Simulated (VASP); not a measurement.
# MgZn4O (P-6m2) in VASP: single point with PBE

Aim: the single point of MgZn4O with PBE.

Everything below comes from runs of VASP 6.6.1. Logs are shortened: lines on timing, memory, paths and dates and some standing lists are left out, and cuts for length are marked.

**1. The cell of the first run**

It takes space group P-6m2 (No. 187, hexagonal). Conventional cell: a = 5.308 Å, b = 5.308 Å, c = 3.851 Å, α = 90.00°, β = 90.00°, γ = 120.00°. Mg (site symmetry -6m2) has 15 Zn at 3.06 to 3.28 Å and 3 O at 3.06 Å and 2 Mg at 3.85 Å within 4.0 Å. Zn (site symmetry -6m2) has 6 Zn at 2.49 Å and 3 O at 3.06 Å and 3 Mg at 3.06 Å within 3.3 Å. Within 3.3 Å of Zn (site symmetry mm2) lie 2 O at 2.44 Å and 6 Zn at 2.49 to 2.73 Å and 4 Mg at 3.28 Å. Within 3.2 Å of O (site symmetry -6m2) lie 9 Zn at 2.44 to 3.06 Å and 3 Mg at 3.06 Å.

The cell was built from a structure type or drawn by symmetry, and may not be a known phase.

**2. Single point, PBE**

INCAR

```
ALGO = Normal ; EDIFF = 1E-6
ENCUT = 750 ; GGA = PE
GGA_COMPAT = F ; ISIF = 2
ISMEAR = 0 ; LASPH = T
LCHARG = F ; LREAL = F
LWAVE = F ; NBANDS = 41
NELM = 120 ; PREC = Accurate
SIGMA = 0.2
```

KPOINTS

```
k-points
0
Gamma
  4 4 4
```

POSCAR

```
MgZn4O
1.0
    5.3084918334     -0.0000000031      0.0000000000
   -2.6542459140      4.5972887850      0.0000000000
    0.0000000000      0.0000000000      3.8514410607
Mg Zn O
1 4 1
Direct
    0.0000000000      0.0000000000      0.0000000000
    0.6666666667      0.3333333333      0.0000000000
    0.4955357205      0.9910714410      0.5000000000
    0.0089285590      0.5044642795      0.5000000000
    0.4955357205      0.5044642795      0.5000000000
    0.3333333333      0.6666666667      0.0000000000
```

Potentials or basis: VASP PAW PBE potentials, release 64 (Mg_sv, Zn, O).

Launch:

```bash
$ cat potpaw_PBE.64/Mg_sv/POTCAR potpaw_PBE.64/Zn/POTCAR potpaw_PBE.64/O/POTCAR > POTCAR
$ mpirun -np 1 vasp_std > vasp.out
```

OUTCAR:

```text
EDIFF = 1E-6
   ENCUT = 750
   GGA = PE
   ISIF = 2
   ISMEAR = 0
   LASPH = T
   LREAL = F
   NELM = 120
   PREC = Accurate

 ion  position               nearest neighbor table
   1  0.000  0.000  0.000-
   2  0.667  0.333  0.000-   3 2.49   3 2.49   4 2.49   4 2.49   5 2.49   5 2.49
   3  0.496  0.991  0.500-   6 2.44   6 2.44   2 2.49   2 2.49   5 2.58   4 2.58   5 2.73   4 2.73

   4  0.009  0.504  0.500-   6 2.44   6 2.44   2 2.49   2 2.49   3 2.58   5 2.58   3 2.73   5 2.73

   5  0.496  0.504  0.500-   6 2.44   6 2.44   2 2.49   2 2.49   3 2.58   4 2.58   3 2.73   4 2.73

   6  0.333  0.667  0.000-   3 2.44   3 2.44   4 2.44   4 2.44   5 2.44   5 2.44

  LATTYP: Found a hexagonal cell.
 ALAT       =     5.3084918334
 C/A-ratio  =     0.7255245334

  Lattice vectors:

 A1 = (   5.3084918334,  -0.0000000031,   0.0000000000)
 A2 = (  -2.6542459140,   4.5972887850,   0.0000000000)
 A3 = (   0.0000000000,   0.0000000000,   3.8514410607)

Analysis of symmetry for initial positions (statically):
=====================================================================
 Subroutine PRICEL returns:
 Original cell was already a primitive cell.

 Routine SETGRP: Setting up the symmetry group for a
 hexagonal supercell.

 Subroutine GETGRP returns: Found 12 space group operations
 (whereof 12 operations were pure point group operations)
 out of a pool of 24 trial point group operations.

The static configuration has the point symmetry D_3h.

Analysis of symmetry for dynamics (positions and initial velocities):
=====================================================================
 Subroutine PRICEL returns:
 Original cell was already a primitive cell.

 Routine SETGRP: Setting up the symmetry group for a
 hexagonal supercell.

 Subroutine GETGRP returns: Found 12 space group operations
 (whereof 12 operations were pure point group operations)
 out of a pool of 24 trial point group operations.

The dynamic configuration has the point symmetry D_3h.

 Subroutine INISYM returns: Found 12 space group operations
 (whereof 12 operations are pure point group operations),
 and found     1 'primitive' translations

----------------------------------------------------------------------------------------

                                     Primitive cell

  volume of cell :      93.9931
[... 84 lines left out ...]
   EDIFF  = 0.1E-05   stopping-criterion for ELM
   LREAL  =      F    real-space projection
   EDIFFG = 0.1E-04   stopping-criterion for IOM
   NSW    =      0    number of steps for IOM
   IBRION =     -1    ionic relax: 0-MD 1-quasi-New 2-CG
   NFREE  =      0    steps in history (QN), initial steepest desc. (CG)
   ISIF   =      2    stress and relaxation
   ISYM   =      2    0-nonsym 1-usesym 2-fastsym
   POTIM  = 0.5000    time-step for ionic-motion
   TEBEG  =    0.0;   TEEND  =   0.0 temperature during run
   PSTRESS=    0.0 pullay stress
   NELECT =      64.0000    total number of electrons
   NUPDOWN=      -1.0000    fix difference up-down
   EMIN   =  10.00;   EMAX   =-10.00  energy-range for DOS
   EFERMI =   0.00;   METHOD = LEGACY
   ISMEAR =     0;   SIGMA  =   0.20  broadening in eV -4-tet -1-fermi 0-gaus
   EFERMI_NEDOS =   21; number of points for ismear=-14 and -15
   IALGO  =     38    algorithm
   IMIX   =      4    mixing-type and parameters
     AMIX     =   0.40;   BMIX     =  1.00
     AMIX_MAG =   1.60;   BMIX_MAG =  1.00
  volume/ion in A,a.u.               =      15.67       105.72
  Fermi-wavevector in a.u.,A,eV,Ry     =   1.440244  2.721667 28.222605  2.074303
  Thomas-Fermi vector in A             =   2.559010
   LORBIT       =      0    0 simple, 1 ext, 2 COOP (PROOUT), +10 PAW based schemes
   GGA     = PE    functional components
   LHFCALC =     F    Hartree Fock is set to
   AEXX    =    0.0000 exact exchange contribution
   IVDW    =     0    specifies the selected vdW correction
   LEPSILON=     F    determine dielectric tensor
   LRPA    =     F    only Hartree local field effects (RPA)
 non-spin polarized calculation
 Gauss-broadening in eV      SIGMA  =   0.20
  energy-cutoff  :      750.00
  volume of cell :       93.99
 maximum number of plane-waves:      4403
 NGX is ok and might be reduce to    48
   NGX = 23   NGY = 23   NGZ = 17

 number of electron      63.9999998 magnetization

 Free energy of the ion-electron system (eV)
  ---------------------------------------------------
  ext. energy  EPLUGINS =         0.00000000
  ---------------------------------------------------
  free energy    TOTEN  =       -11.20018768 eV

  energy without entropy =      -11.17343849  energy(sigma->0) =      -11.18681308

 E-fermi :   2.5464     XC(G=0): -10.6646

 val. band max:        2.4348290423   @ k =   0.5000   0.0000   0.2500
 cond. band min:       2.6572458499   @ k =   0.0000   0.0000   0.2500
 fundamental gap:      0.2224168076
 Fermi energy:         2.5464168400

 k-point     1 :       0.0000    0.0000    0.0000
  band No.  band energies     occupation
      1     -74.0697      2.00000
      2     -40.8321      2.00000
      3     -40.8321      2.00000
      4     -40.8291      2.00000
      5     -15.1124      2.00000
      6      -6.4447      2.00000
[... 517 lines left out ...]
     40      10.0457      0.00000
     41      11.0743      0.00000

------------------------ aborting loop because EDIFF is reached ----------------------------------------

  FORCE on cell =-STRESS in cart. coord.  units (eV):
  Direction    XX          YY          ZZ          XY          YZ          ZX
  --------------------------------------------------------------------------------------
  -------------------------------------------------------------------------------------
  Total        0.4262356      0.4262356     -0.3172025      0.0000000      0.0000000     -0.0000000
  in kB        7.2654774      7.2654774     -5.4069332      0.0000000      0.0000000     -0.0000000
  external PRESSURE =       3.0413405 kB  Pullay stress =       0.0000000 kB

 VOLUME and BASIS-vectors are now :
 -----------------------------------------------------------------------------
  energy-cutoff  :      750.00
  volume of cell :       93.99
      direct lattice vectors                 reciprocal lattice vectors
     5.308491833 -0.000000003  0.000000000     0.188377421  0.108759755  0.000000000
    -2.654245914  4.597288785  0.000000000     0.000000000  0.217519509  0.000000000
     0.000000000  0.000000000  3.851441061     0.000000000  0.000000000  0.259643075

 POSITION                                       TOTAL-FORCE (eV/Angst)
 -----------------------------------------------------------------------------------
      0.00000      0.00000      0.00000         0.000000      0.000000      0.000000
      2.65425      1.53243      0.00000         0.000000      0.000000      0.000000
      0.00000      4.55624      1.92572        -0.000000     -0.040284      0.000000
     -1.29158      2.31917      1.92572         0.034887      0.020142     -0.000000
      1.29158      2.31917      1.92572        -0.034887      0.020142     -0.000000
      0.00000      3.06486      0.00000         0.000000     -0.000000      0.000000
 -----------------------------------------------------------------------------------
    total drift:                               -0.000000      0.000000     -0.000000

  FREE ENERGIE OF THE ION-ELECTRON SYSTEM (eV)
  ---------------------------------------------------
  free  energy   TOTEN  =       -11.2001876807 eV

  energy  without entropy=      -11.1734384891  energy(sigma->0) =      -11.18681308
```

OSZICAR:

```text
N       E                     dE             d eps       ncg     rms          rms(c)
DAV:   1     0.659347968285E+03    0.65935E+03   -0.38784E+04   984   0.287E+03
DAV:   2     0.627120209862E+02   -0.59664E+03   -0.56940E+03   984   0.609E+02
DAV:   3    -0.100405864883E+02   -0.72753E+02   -0.69737E+02  1083   0.191E+02
DAV:   4    -0.140064813967E+02   -0.39659E+01   -0.39265E+01  1255   0.395E+01
DAV:   5    -0.140618181575E+02   -0.55337E-01   -0.55298E-01  1098   0.423E+00    0.115E+01
DAV:   6    -0.121978618428E+02    0.18640E+01   -0.11702E+01  1522   0.568E+01    0.108E+01
DAV:   7    -0.112612454138E+02    0.93662E+00   -0.37029E+00  1199   0.155E+01    0.414E+00
DAV:   8    -0.112101687060E+02    0.51077E-01   -0.66131E-01   998   0.606E+00    0.149E+00
DAV:   9    -0.112008326219E+02    0.93361E-02   -0.38927E-02  1306   0.369E+00    0.287E-01
DAV:  10    -0.112001671600E+02    0.66546E-03   -0.83607E-03  1144   0.188E+00    0.155E-01
DAV:  11    -0.112002575841E+02   -0.90424E-04   -0.18487E-03  1061   0.338E-01    0.892E-02
DAV:  12    -0.112001823289E+02    0.75255E-04   -0.20191E-04  1192   0.212E-01    0.224E-02
DAV:  13    -0.112001897492E+02   -0.74203E-05   -0.69566E-05  1023   0.549E-02    0.122E-02
DAV:  14    -0.112001879049E+02    0.18443E-05   -0.13120E-05  1221   0.402E-02    0.383E-03
DAV:  15    -0.112001876807E+02    0.22416E-06   -0.24557E-06   776   0.253E-02
   1 F= -.11200188E+02 E0= -.11186813E+02  d E =-.267492E-01
```

Run time: 2.5 min. Hardware: 1 thread of Intel Xeon Platinum 8375C at 2.90GHz (Ice Lake), shared host; peak memory 0.3 GiB.

What came out:

```
Free energy            : -11.2002 eV
Pressure               : 0.3 GPa
Largest force          : 0.040 eV/Å
Band gap on the k mesh : zero (bands 32 and 33 overlap by 1.27 eV)
```

Forces in eV/Å, atoms in the order of the input:
```
Mg   0.000  0.000  0.000
Zn   0.000  0.000  0.000
Zn   0.000 -0.040  0.000
Zn   0.035  0.020  0.000
Zn  -0.035  0.020  0.000
O    0.000  0.000  0.000
```

Levels at points of the mesh, in eV from the Fermi level:
```tsv
k point	band 29	band 30	band 31	band 32	band 33	band 34	band 35	band 36
(0.00, 0.00, 0.00)	-3.58	-1.51	-1.51	-1.48	1.18	2.02	2.02	2.19
(0.50, 0.00, 0.00)	-3.20	-2.43	-1.25	-0.48	2.09	3.48	4.18	4.42
(0.00, 0.00, 0.50)	-3.33	-3.33	0.88	0.88	1.33	1.33	1.44	1.45
(0.50, 0.00, 0.50)	-3.53	-2.00	-1.68	-0.55	-0.39	1.52	1.90	3.29
```

Caveat: the k points lie up to 0.41 Å⁻¹ apart, too coarse for converged energies and pressures of a metal.
